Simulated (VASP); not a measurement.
The system is Ca3Ge.

```
Ca Ge
1.0
     4.64260    0.00000    0.00000
     0.00000    4.64260    0.00000
     0.00000    0.00000    4.64260
Ca Ge
3 1
Cartesian
  0.0000 2.3213 2.3213
  2.3213 0.0000 2.3213
  2.3213 2.3213 0.0000
  0.0000 0.0000 0.0000
```

| Quantity | Value |
| --- | --- |
| Program | VASP 6.6.1 |
| Task | relaxation of cell and atoms |
| Functional | PBE |
| Potentials or basis | VASP PAW PBE potentials, release 64 (Ca_sv, Ge_d) |
| Cutoff | 600 eV |
| k mesh | 4 × 4 × 4 |
| Occupations | gaussian, width 0.1 eV |
| Spin | no spin polarisation |

At the start: pressure 5.8 GPa; volume 25.02 Å³/atom.

Q: How do energy, volume and symmetry change on relaxing?

A: Over 3 steps the energy falls by 63.2 meV/atom and the volume is 28.97 Å³/atom (+15.8 %); space group Pm-3m (No. 221, to 0.1 Å) before and after.

Step by step:
```tsv
step	energy change (eV)	largest force (eV/Å)	pressure (GPa)	volume (Å³)
1	0.0000	0.0000	5.81	100.07
2	-0.2496	0.0000	0.52	113.79
3	-0.2527	0.0000	-0.04	115.87
```

Final structure:
```
CELL_PARAMETERS angstrom
4.87518 0.00000 0.00000
0.00000 4.87518 0.00000
0.00000 0.00000 4.87518
ATOMIC_POSITIONS crystal
Ca 0.00000 0.50000 0.50000
Ca 0.50000 0.00000 0.50000
Ca 0.50000 0.50000 0.00000
Ge 0.00000 0.00000 0.00000
```

Caveat: the volume moved by over 15 % at a fixed basis, so the end points are rough.
